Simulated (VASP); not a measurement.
**CdTeSe3: single point with PBE**

The system is CdTeSe3.

```
CELL_PARAMETERS angstrom
3.02462 1.74627 4.43923
-3.02462 1.74627 4.43923
0.00000 -3.49253 4.43923
ATOMIC_POSITIONS crystal
Cd 0.37646 0.37646 0.37646
Te 0.89019 0.89019 0.89019
Se 0.37491 0.87738 0.37491
Se 0.37491 0.37491 0.87738
Se 0.87738 0.37491 0.37491
```

The cell was built from a structure type or drawn by symmetry, and may not be a known phase.

```yaml
Program: VASP 6.6.1
Task: single point
Functional: PBE
Potentials_or_basis: VASP PAW PBE potentials, release 64 (Cd, Te, Se)
Cutoff: 520 eV
k_mesh: 3 × 3 × 3
Occupations: gaussian, width 0.1 eV
Spin: no spin polarisation
Dipole_correction: no
Further_INCAR_settings: ALGO = Normal; EDIFF = 1e-06; NBANDS = 26
```

```json
{
  "Pressure": "0.0 GPa",
  "Largest force": "0.036 eV/Å",
  "Band gap on the k mesh": "zero (bands 18 and 19 overlap by 0.91 eV)"
}
```

Forces in eV/Å, atoms in the order of the input:
```
Cd   0.000  0.000  0.036
Te   0.000  0.000 -0.005
Se   0.012 -0.007 -0.010
Se   0.000  0.013 -0.010
Se  -0.012 -0.007 -0.010
```

Stress tensor (GPa, compression positive):
```
-0.02  0.00  0.00
 0.00 -0.02  0.00
 0.00  0.00  0.09
```

Levels at points of the mesh, in eV from the Fermi level:
| k point | band 14 | band 15 | band 16 | band 17 | band 18 | band 19 | band 20 | band 21 | band 22 | band 23 |
| --- | --- | --- | --- | --- | --- | --- | --- | --- | --- | --- |
| (0.00, 0.00, 0.00) | -2.43 | -2.43 | -1.60 | -0.88 | 0.08 | 0.69 | 0.69 | 3.14 | 3.14 | 3.84 |

It took 17 s on 1 thread of Intel(R) Xeon(R) 6975P-C (Granite Rapids), on a shared host, peak memory 0.25 GiB.

Caveat: the k points lie up to 0.43 Å⁻¹ apart, too coarse for converged energies and pressures of a metal; spin-orbit coupling is left out, which moves the levels of the heavy elements.
